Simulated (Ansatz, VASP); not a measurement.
**Bi2Te3: VASP beside Ansatz**

File INCAR:

```
PREC = Accurate
ENCUT = 520
EDIFF = 1E-8
ISMEAR = -1
SIGMA = 0.08
LREAL = F
LASPH = T
NELM = 80
ALGO = Normal
ISIF = 2
LWAVE = F
LCHARG = F
GGA = PE
LEFG = T
NBANDS = 32
KPAR = 4
```

File KPOINTS:

```
regular mesh
0
Gamma
  7 7 7
```

The input POSCAR:

```
Bi2Te3
1.0
    2.3644775503      1.4515095211     10.2175569503
   -2.0215235665      1.3857195043     10.1517669336
    0.1145011661     -2.3797738754     10.1276861161
Bi Te
2 3
Direct
    0.4000000000      0.4000000000      0.4000000000
    0.6000000000      0.6000000000      0.6000000000
    0.0000000000      0.0000000000      0.0000000000
    0.2095000000      0.2095000000      0.2095000000
    0.7905000000      0.7905000000      0.7905000000
```

Input for Ansatz:

```yaml
crystal:
  lattice:
    - [2.3644775503, 1.4515095211, 10.2175569503]
    - [-2.0215235665, 1.3857195043, 10.1517669336]
    - [0.1145011661, -2.3797738754, 10.1276861161]
  atoms:
    - { symbol: Bi, position: [0.4, 0.4, 0.4] }
    - { symbol: Bi, position: [0.6, 0.6, 0.6] }
    - { symbol: Te, position: [0.0, 0.0, 0.0] }
    - { symbol: Te, position: [0.2095, 0.2095, 0.2095] }
    - { symbol: Te, position: [0.7905, 0.7905, 0.7905] }
kpoints:
  mp_grid: { grid: [7, 7, 7] }
scf:
  occupations: { method: fermi_dirac, width: 0.08 }
hamiltonian:
  xc: pbe
  pseudopotentials: { kind: paw }
output:
  forces: true
  stress: true
  eigenvalues: true
  efg: { contact_densities: true }
  write_density: true
  write_potential: true
  elf: true
  volumetric_format: npy
```

Change from the starting cell: equal xy, yz and zx shear strains of +3 %, PAW files.

Alike in both runs: task electric field gradients; functional PBE; k mesh 7 × 7 × 7; occupations fermi-dirac, width 0.08 eV; no spin polarisation.

|  | VASP | Ansatz |
| --- | --- | --- |
| version | VASP 6.6.1 | Ansatz 0.2.0 |
| potentials or method | VASP PAW PBE potentials, release 64 (Bi_d, Te) | PAW with Ansatz's default frozen-core files, scalar-relativistic |
| plane-wave cutoff (eV) | 520 | 420 |
| valence electrons in the cell | 48 | 78 |

Ansatz gave:

- pressure (GPa): 2.0
- traceless stress, the component that is largest in VASP (GPa): -1.61
- rms of the force components (eV/Å): 0.090
- size of Vzz on the site where it differs most (V/Å²): 103.2

Task: Which values does VASP return?

Result: Pressure (GPa): 2.0; traceless stress, the component that is largest in VASP (GPa): -1.61; rms of the force components (eV/Å): 0.089; size of Vzz on the site where it differs most (V/Å²): 98.3.

Atom by atom the forces differ by 0.006 eV/Å (rms over components). VASP's potentials hold 48 valence electrons a cell and Ansatz's 78, so a difference there can come from the potentials and not from the codes.

Neither program's run includes spin-orbit coupling.
